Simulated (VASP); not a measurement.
# Zn (Fm-3m) in VASP: further runs

The runs below take Zn through single point, relaxation of cell and atoms, with r2SCAN.

Everything below comes from runs of VASP 6.6.1. Logs are shortened: lines on timing, memory, paths and dates and some standing lists are left out, and cuts for length are marked.

## Step 1: The cell of the first run

It takes space group Fm-3m (No. 225, cubic). Conventional cell: a = 3.856 Å, b = 3.856 Å, c = 3.856 Å, α = 90.00°, β = 90.00°, γ = 90.00°. Within 3.6 Å of Zn (site symmetry m-3m) lie 12 Zn at 2.73 Å.

## Step 2: Single point, r2SCAN

Contents of POSCAR:

```
Zn
1.0
    0.0000000000      1.9280978342      1.9280978342
    1.9280978342      0.0000000000      1.9280978342
    1.9280978342      1.9280978342      0.0000000000
Zn
1
Direct
    0.0000000000      0.0000000000      0.0000000000
```

Contents of INCAR.step1:

```
  PREC = Accurate
  ENCUT = 520
  ISMEAR = 0
  SIGMA = 0.1
  LREAL = F
  LASPH = T
  NELM = 100
  NBANDS = 12
  GGA = PE
  ALGO = Normal
  EDIFF = 1E-4
  LWAVE = T
  LCHARG = F
```

Contents of INCAR.step2:

```
  PREC = Accurate
  ENCUT = 520
  EDIFF = 1E-7
  ISMEAR = 0
  SIGMA = 0.1
  LREAL = F
  LASPH = T
  NELM = 100
  ALGO = Normal
  ISIF = 2
  LWAVE = F
  LCHARG = F
  METAGGA = R2SCAN
  LMIXTAU = T
  NBANDS = 12
  ISTART = 1
```

Contents of KPOINTS:

```
Automatic mesh
0
Gamma
  11 11 11
```

Potentials or basis: VASP PAW PBE potentials, release 64 (Zn).

On the command line:

```console
cat potpaw_PBE.64/Zn/POTCAR > POTCAR
cp INCAR.step1 INCAR
mpirun -np 1 vasp_std > vasp.out
cp INCAR.step2 INCAR
mpirun -np 1 vasp_std > vasp.out
```

OUTCAR:

```text
PREC = Accurate
   ENCUT = 520
   EDIFF = 1E-7
   ISMEAR = 0
   LREAL = F
   LASPH = T
   NELM = 100
   ISIF = 2
   METAGGA = R2SCAN
   ISTART = 1

 ion  position               nearest neighbor table
   1  0.000  0.000  0.000-

  LATTYP: Found a face centered cubic cell.
 ALAT       =     3.8561956684

  Lattice vectors:

 A1 = (   0.0000000000,   1.9280978342,   1.9280978342)
 A2 = (   1.9280978342,   0.0000000000,   1.9280978342)
 A3 = (   1.9280978342,   1.9280978342,   0.0000000000)

Analysis of symmetry for initial positions (statically):
=====================================================================
 Subroutine PRICEL returns:
 Original cell was already a primitive cell.

 Routine SETGRP: Setting up the symmetry group for a
 face centered cubic supercell.

 Subroutine GETGRP returns: Found 48 space group operations
 (whereof 48 operations were pure point group operations)
 out of a pool of 48 trial point group operations.

The static configuration has the point symmetry O_h .

Analysis of symmetry for dynamics (positions and initial velocities):
=====================================================================
 Subroutine PRICEL returns:
 Original cell was already a primitive cell.

 Routine SETGRP: Setting up the symmetry group for a
 face centered cubic supercell.

 Subroutine GETGRP returns: Found 48 space group operations
 (whereof 48 operations were pure point group operations)
 out of a pool of 48 trial point group operations.

The dynamic configuration has the point symmetry O_h .

 Subroutine INISYM returns: Found 48 space group operations
 (whereof 48 operations are pure point group operations),
 and found     1 'primitive' translations

----------------------------------------------------------------------------------------

                                     Primitive cell

  volume of cell :      14.3356

  direct lattice vectors                    reciprocal lattice vectors
     0.000000000  1.928097834  1.928097834    -0.259322941  0.259322941  0.259322941
     1.928097834  0.000000000  1.928097834     0.259322941 -0.259322941  0.259322941
     1.928097834  1.928097834  0.000000000     0.259322941  0.259322941 -0.259322941

  length of vectors
     2.726742107  2.726742107  2.726742107     0.449160509  0.449160509  0.449160509

  position of ions in fractional coordinates (direct lattice)
     0.000000000  0.000000000  0.000000000

  ion indices of the primitive-cell ions
   primitive index   ion index
                 1           1

----------------------------------------------------------------------------------------

 KPOINTS: Automatic mesh

Automatic generation of k-mesh.
 Grid dimensions read from file:
 generate k-points for:   11   11   11

 Generating k-lattice:

  Cartesian coordinates                     Fractional coordinates (reciprocal lattice)
    -0.023574813  0.023574813  0.023574813     0.090909091  0.000000000  0.000000000
     0.023574813 -0.023574813  0.023574813     0.000000000  0.090909091  0.000000000
     0.023574813  0.023574813 -0.023574813     0.000000000  0.000000000  0.090909091

  Length of vectors
     0.040832774  0.040832774  0.040832774

  Shift w.r.t. Gamma in fractional coordinates (k-lattice)
     0.000000000  0.000000000  0.000000000

 Subroutine IBZKPT returns following result:
 ===========================================

 Found     56 irreducible k-points:

 Following reciprocal coordinates:
            Coordinates               Weight
  0.000000  0.000000  0.000000      1.000000
  0.090909  0.000000  0.000000      8.000000
  0.181818  0.000000  0.000000      8.000000
  0.272727  0.000000  0.000000      8.000000
  0.363636  0.000000  0.000000      8.000000
  0.454545  0.000000  0.000000      8.000000
[... 16 lines left out ...]
 -0.272727  0.181818  0.000000     24.000000
 -0.181818  0.181818  0.000000     12.000000
 [... further k-points ...]
   k-points           NKPTS =     56   k-points in BZ     NKDIM =     56   number of bands    NBANDS=     12
   number of dos      NEDOS =    301   number of ions     NIONS =      1
   total plane-waves  NPLWV =   8000
   dimension x,y,z NGX =    20 NGY =   20 NGZ =   20
   dimension x,y,z NGXF=    40 NGYF=   40 NGZF=   40
   ions per type =               1
   NGX,Y,Z   is equivalent  to a cutoff of  12.19, 12.19, 12.19 a.u.
   NGXF,Y,Z  is equivalent  to a cutoff of  24.39, 24.39, 24.39 a.u.
 SYSTEM =  unknown system
   PREC   = accura    normal or accurate (medium, high low for compatibility)
   ISTART =      1    job   : 0-new  1-cont  2-samecut
   ICHARG =      0    charge: 1-file 2-atom 10-const
   ISPIN  =      1    spin polarized calculation?
   LNONCOLLINEAR =      F non collinear calculations
   LSORBIT =      F    spin-orbit coupling
   LASPH  =      T    aspherical Exc in radial PAW
   ENCUT  =  520.0 eV  38.22 Ry    6.18 a.u.   5.07  5.07  5.07*2*pi/ulx,y,z
   NELM   =    100;   NELMIN=  2; NELMDL=  0     # of ELM steps
   EDIFF  = 0.1E-06   stopping-criterion for ELM
   LREAL  =      F    real-space projection
   EDIFFG = 0.1E-05   stopping-criterion for IOM
   NSW    =      0    number of steps for IOM
   IBRION =     -1    ionic relax: 0-MD 1-quasi-New 2-CG
   NFREE  =      0    steps in history (QN), initial steepest desc. (CG)
   ISIF   =      2    stress and relaxation
   ISYM   =      2    0-nonsym 1-usesym 2-fastsym
   POTIM  = 0.5000    time-step for ionic-motion
   TEBEG  =    0.0;   TEEND  =   0.0 temperature during run
   PSTRESS=    0.0 pullay stress
   NELECT =      12.0000    total number of electrons
   NUPDOWN=      -1.0000    fix difference up-down
   EMIN   =  10.00;   EMAX   =-10.00  energy-range for DOS
   EFERMI =   0.00;   METHOD = LEGACY
   ISMEAR =     0;   SIGMA  =   0.10  broadening in eV -4-tet -1-fermi 0-gaus
   EFERMI_NEDOS =   21; number of points for ismear=-14 and -15
   IALGO  =     38    algorithm
   IMIX   =      4    mixing-type and parameters
     AMIX     =   0.40;   BMIX     =  1.00
     AMIX_MAG =   1.60;   BMIX_MAG =  1.00
  volume/ion in A,a.u.               =      14.34        96.74
  Fermi-wavevector in a.u.,A,eV,Ry     =   1.542871  2.915603 32.387986  2.380450
  Thomas-Fermi vector in A             =   2.648614
   LORBIT       =      0    0 simple, 1 ext, 2 COOP (PROOUT), +10 PAW based schemes
   METAGGA = R2SCAN    functional components
   LHFCALC =     F    Hartree Fock is set to
   AEXX    =    0.0000 exact exchange contribution
   IVDW    =     0    specifies the selected vdW correction
   LEPSILON=     F    determine dielectric tensor
   LRPA    =     F    only Hartree local field effects (RPA)
 non-spin polarized calculation
 Gauss-broadening in eV      SIGMA  =   0.10
  energy-cutoff  :      520.00
  volume of cell :       14.34
 maximum number of plane-waves:       393
   NGX = 11   NGY = 11   NGZ = 11

 number of electron      12.0000003 magnetization

 Free energy of the ion-electron system (eV)
  ---------------------------------------------------
  ext. energy  EPLUGINS =         0.00000000
  ---------------------------------------------------
  free energy    TOTEN  =        -8.86123753 eV

  energy without entropy =       -8.85649706  energy(sigma->0) =       -8.85886730

 E-fermi :   3.4445     XC(G=0): -13.0224

 val. band max:        3.4400618472   @ k =  -0.3636   0.4545   0.0909
 cond. band min:       3.5171866628   @ k =  -0.3636   0.3636   0.0909
 fundamental gap:      0.0771248156
 Fermi energy:         3.4445425902

 k-point     1 :       0.0000    0.0000    0.0000
  band No.  band energies     occupation
      1      -7.9444      2.00000
      2      -4.7284      2.00000
      3      -4.7284      2.00000
      4      -4.7283      2.00000
      5      -4.2990      2.00000
      6      -4.2990      2.00000
      7      23.5043      0.00000
      8      23.5523      0.00000
      9      23.5525      0.00000
     10      23.5525      0.00000
     11      25.9422      0.00000
     12      25.9423      0.00000

 k-point     2 :       0.0909    0.0000    0.0000
  band No.  band energies     occupation
      1      -7.6736      2.00000
      2      -4.7518      2.00000
      3      -4.6978      2.00000
      4      -4.6978      2.00000
      5      -4.3072      2.00000
      6      -4.3072      2.00000
      7      19.4998      0.00000
      8      22.6818      0.00000
      9      22.6819      0.00000
     10      23.4230      0.00000
     11      27.2831      0.00000
     12      27.2832      0.00000

 k-point     3 :       0.1818    0.0000    0.0000
  band No.  band energies     occupation
      1      -6.9021      2.00000
      2      -4.7702      2.00000
      3      -4.6436      2.00000
      4      -4.6436      2.00000
      5      -4.2996      2.00000
      6      -4.2996      2.00000
      7      14.7155      0.00000
      8      21.5689      0.00000
      9      21.5691      0.00000
     10      23.1536      0.00000
     11      28.8013      0.00000
     12      28.8014      0.00000
[... 286 lines left out ...]
 k-point    23 :      -0.2727    0.1818    0.0000
  band No.  band energies     occupation
      1      -5.2178      2.00000
      2      -4.8088      2.00000
      3      -4.6028      2.00000
      4      -4.5139      2.00000
      5      -4.2788      2.00000
      6      -2.3751      2.00000
      7       8.4482      0.00000
      8      12.3743      0.00000
      9      19.9907      0.00000
     10      21.7276      0.00000
     11      27.5506      0.00000
     12      28.0696      0.00000

 k-point    24 :      -0.1818    0.1818    0.0000
  band No.  band energies     occupation
      1      -5.5451      2.00000
      2      -4.9121      2.00000
      3      -4.6268      2.00000
      4      -4.4595      2.00000
      5      -4.4481      2.00000
      6      -3.6249      2.00000
      7      12.2697      0.00000
      8      12.9602      0.00000
      9      22.2425      0.00000
     10      23.5501      0.00000
     11      26.7414      0.00000
     12      27.4857      0.00000

 [... further k-points ...]
[... 5 lines left out ...]
  --------------------------------------------------------------------------------------
  -------------------------------------------------------------------------------------
  Total        0.0367649      0.0367649      0.0367649      0.0000000      0.0000000      0.0000000
  in kB        4.1089062      4.1089062      4.1089062      0.0000000      0.0000000      0.0000000
  external PRESSURE =       4.1089062 kB  Pullay stress =       0.0000000 kB

 VOLUME and BASIS-vectors are now :
 -----------------------------------------------------------------------------
  energy-cutoff  :      520.00
  volume of cell :       14.34
      direct lattice vectors                 reciprocal lattice vectors
     0.000000000  1.928097834  1.928097834    -0.259322941  0.259322941  0.259322941
     1.928097834  0.000000000  1.928097834     0.259322941 -0.259322941  0.259322941
     1.928097834  1.928097834  0.000000000     0.259322941  0.259322941 -0.259322941

 POSITION                                       TOTAL-FORCE (eV/Angst)
 -----------------------------------------------------------------------------------
      0.00000      0.00000      0.00000         0.000000      0.000000      0.000000
 -----------------------------------------------------------------------------------
    total drift:                               -0.000000     -0.000000     -0.000000

  FREE ENERGIE OF THE ION-ELECTRON SYSTEM (eV)
  ---------------------------------------------------
  free  energy   TOTEN  =        -8.8612375303 eV

  energy  without entropy=       -8.8564970623  energy(sigma->0) =       -8.85886730
```

Run time: 22 s. Hardware: 1 thread of AMD EPYC 9R45 (Zen 5), shared host; peak memory 0.1 GiB.

What came out:

| Property | Result |
| --- | --- |
| Free energy | -8.8612 eV |
| Pressure | 0.4 GPa |
| Band gap on the k mesh | zero (band 6 reaches 5.06 eV, above the bottom of band 7 at 2.38 eV) |

Caveat: the PAW data sets were made with another functional, which shifts forces and pressure a little.

## Step 3: Relaxation of cell and atoms, r2SCAN

This run uses another cell than the first one, of 15.17 Å³/atom, 1.058 times its volume.

Contents of POSCAR:

```
Zn
1.0
    0.0000000000      1.9647800000      1.9647800000
    1.9647800000      0.0000000000      1.9647800000
    1.9647800000      1.9647800000      0.0000000000
Zn
1
Direct
    0.0000000000      0.0000000000      0.0000000000
```

Contents of INCAR.step1:

```
SYSTEM = Zn
ALGO = Normal
EDIFF = 1E-4
ENCUT = 600
GGA = PE
ISMEAR = 0
LASPH = .True.
LCHARG = .False.
LREAL = .False.
LWAVE = .True.
NELM = 100
PREC = Accurate
SIGMA = 0.1
```

Contents of INCAR.step2:

```
SYSTEM = Zn
ALGO = Normal
EDIFF = 1E-6
EDIFFG = -0.01
ENCUT = 600
IBRION = 2
ISIF = 3
ISMEAR = 0
ISTART = 1
LASPH = .True.
LCHARG = .False.
LMIXTAU = .True.
LREAL = .False.
LWAVE = .False.
METAGGA = R2SCAN
NELM = 100
NSW = 80
PREC = Accurate
SIGMA = 0.1
```

Contents of KPOINTS:

```
k-points
0
Gamma
  11 11 11
  0 0 0
```

Potentials or basis: VASP PAW PBE potentials, release 64 (Zn).

On the command line:

```console
cat potpaw_PBE.64/Zn/POTCAR > POTCAR
cp INCAR.step1 INCAR
mpirun -np 1 vasp_std > vasp.out
cp INCAR.step2 INCAR
mpirun -np 1 vasp_std > vasp.out
```

Run time: 41 s. Hardware: 1 thread of AMD EPYC 9R45 (Zen 5), shared host; peak memory 0.12 GiB.

The run converged. Its results:

```yaml
Free_energy: -8.8627 eV
Relaxed_volume: 14.40 Å³/atom
Relaxed_cell: a = 2.731 Å, b = 2.731 Å, c = 2.731 Å, α = 60.00°, β = 60.00°, γ = 60.00°
Space_group_after_relaxing_to_0.05_Å: Fm-3m (No. 225)
Energy_gained_by_relaxing: 10.6 meV/atom
Ionic_steps: 2
Pressure_after_relaxing: -0.1 GPa
Band_gap_on_the_k_mesh: zero (band 6 reaches 5.02 eV, above the bottom of band 7 at 2.34 eV)
```

The path:
| step | energy change (eV) | largest force (eV/Å) | pressure (GPa) | volume (Å³) |
| --- | --- | --- | --- | --- |
| 1 | 0.0000 | 0.0000 | -3.75 | 15.17 |
| 2 | -0.0106 | 0.0000 | -0.09 | 14.40 |

Final structure:
```cif
data_structure
_symmetry_space_group_name_H-M 'P 1'
_symmetry_Int_Tables_number 1
_cell_length_a 2.7310
_cell_length_b 2.7310
_cell_length_c 2.7310
_cell_angle_alpha 60.000
_cell_angle_beta 60.000
_cell_angle_gamma 60.000
_cell_volume 14.40
loop_
_atom_site_label
_atom_site_type_symbol
_atom_site_fract_x
_atom_site_fract_y
_atom_site_fract_z
_atom_site_occupancy
Zn1 Zn 0.00000 0.00000 0.00000 1
```

Levels at points of the mesh, in eV from the Fermi level:
```tsv
k point	band 2	band 3	band 4	band 5	band 6	band 7	band 8	band 9	band 10
(0.00, 0.00, 0.00)	-8.16	-8.16	-8.16	-7.73	-7.73	20.02	20.04	20.04	20.04
```

Caveat: the PAW data sets were made with another functional, which shifts forces and pressure a little.
